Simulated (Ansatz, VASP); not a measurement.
**HgTe: VASP beside Ansatz**

```
Hg Te
1.0
     0.00000    3.48552    3.48552
     3.48552    0.00000    3.48552
     3.48552    3.48552    0.00000
Hg Te
1 1
Direct
  0.00000 0.00000 0.00000
  0.25000 0.25000 0.25000
```

Change from the starting cell: hydrostatic strain +6.0%.

Alike in both runs: task single point; functional PBE; k mesh 6 × 6 × 6; occupations fermi-dirac, width 0.02 eV; no spin polarisation.

|  | VASP | Ansatz |
| --- | --- | --- |
| version | VASP 6.6.1 | Ansatz 0.2.0 |
| potentials or method | VASP PAW PBE potentials, release 64 (Hg, Te) | plane waves, PAW |
| plane-wave cutoff (eV) | 520 | 420 |
| valence electrons in the cell | 18 | 36 |

```csv
,VASP,Ansatz,Ansatz less VASP
pressure (GPa),-3.3,-3.3,-0.02
```

VASP's potentials hold 18 valence electrons a cell and Ansatz's 36, so a difference there can come from the potentials and not from the codes.

Spin-orbit coupling is off throughout.
